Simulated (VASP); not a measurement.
The system is FeO.

```
Fe O
1.0
     0.00000    1.98223    1.98223
     1.98223    0.00000    1.98223
     1.98223    1.98223    0.00000
Fe O
1 1
Direct
  0.00000 0.00000 0.00000
  0.50000 0.50000 0.50000
```

Base run:

* Program: VASP 6.6.1
* Functional: LDA
* Potentials or basis: VASP PAW LDA potentials, release 64 (Fe, O)
* Cutoff: 600 eV
* k mesh: 8 × 8 × 8
* Occupations: fermi-dirac, width 0.1 eV
* Spin: no spin polarisation

Its results: band gap on the k mesh zero (band 7 reaches 8.58 eV, above the bottom of band 8 at 7.03 eV); pressure 7.7 GPa.

The run is repeated on the same cell with these changes: functional from LDA to PBE; potentials or basis from VASP PAW LDA potentials, release 64 (Fe, O) to VASP PAW PBE potentials, release 64 (Fe, O). What comes out?

Band gap on the k mesh zero (band 7 reaches 8.74 eV, above the bottom of band 8 at 7.44 eV); pressure 30.9 GPa.

Caveats: the run has no spin polarisation, though such a crystal can be magnetic; semilocal functionals often make such compounds metallic where correlation or magnetic order opens a gap, which also shifts bond lengths.
